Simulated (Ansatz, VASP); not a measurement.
Two plane-wave programs on BN

```
B N
1.0
     1.25112    0.72233    3.37293
    -1.25112    0.72233    3.37293
     0.00000   -1.44467    3.37293
B N
1 1
Direct
  0.99967 0.99967 0.99967
  0.33276 0.33276 0.33276
```

Alike in both runs: task single point; functional BLYP; k mesh 10 × 10 × 10; no spin polarisation.

|  | VASP | Ansatz |
| --- | --- | --- |
| version | VASP 6.6.1 | Ansatz 0.2.0 |
| potentials or method | VASP PAW PBE potentials, release 64 (B, N), cutoff 520 eV | plane waves, PAW |
| occupations | gaussian, width 0.01 eV | fixed |
| valence electrons in the cell | 8 | 8 |

|  | VASP | Ansatz | Ansatz less VASP |
| --- | --- | --- | --- |
| gap on the k mesh at the Fermi level (eV) | 4.32 | 4.32 | 0.000 |

VASP's potentials were made for PBE, not for BLYP.
